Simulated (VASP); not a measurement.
A run of VASP 6.6.1:

File INCAR:

```
SYSTEM = AlNi3
ALGO     = Fast           ! electronic algorithm
EDIFF    = 1E-7           ! SCF threshold, eV
ENCUT    = 520            ! plane-wave cutoff, eV
GGA      = PS             ! functional
ISIF     = 2              ! what is computed and relaxed
ISMEAR   = 0              ! smearing method
LASPH    = .TRUE.         ! aspherical terms in the spheres
LCHARG   = .TRUE.         ! write CHGCAR
LELF     = .TRUE.         ! ELF
LREAL    = .FALSE.        ! projectors in reciprocal space
LVHAR    = .TRUE.       
LWAVE    = .FALSE.        ! write WAVECAR
NBANDS   = 24             ! bands
NELM     = 60             ! most SCF steps
PREC     = Accurate       ! precision mode
SIGMA    = 0.15           ! smearing width, eV
```

Contents of KPOINTS:

```
k-points
0
G
  14 14 14
  0 0 0
```

Contents of POSCAR:

```
AlNi3
1.0
    0.0000000000      2.7984078565      2.7984078565
    2.7984078565      0.0000000000      2.7984078565
    2.7984078565      2.7984078565      0.0000000000
Al Ni
1 3
Direct
    0.4860738158      0.4860738158      0.4860738158
    0.2500000000      0.2500000000      0.2500000000
    0.0000000000      0.0000000000      0.0000000000
    0.7500000000      0.7500000000      0.7500000000
```

Potentials or basis: VASP PAW PBE potentials, release 64 (Al, Ni).

The run is started by

```bash
$ cat potpaw_PBE.64/Al/POTCAR potpaw_PBE.64/Ni/POTCAR > POTCAR
$ mpirun -np 1 vasp_std > vasp.out
```

Hardware: 1 thread of AMD EPYC 9R45 (Zen 5), on a shared host.

Task: How long does it take, and how much memory?

Result: Wall time 4.2 min on 1 thread of AMD EPYC 9R45 (Zen 5) (shared host), peak memory 0.33 GiB. Counts: scf iterations 19, k points 288.
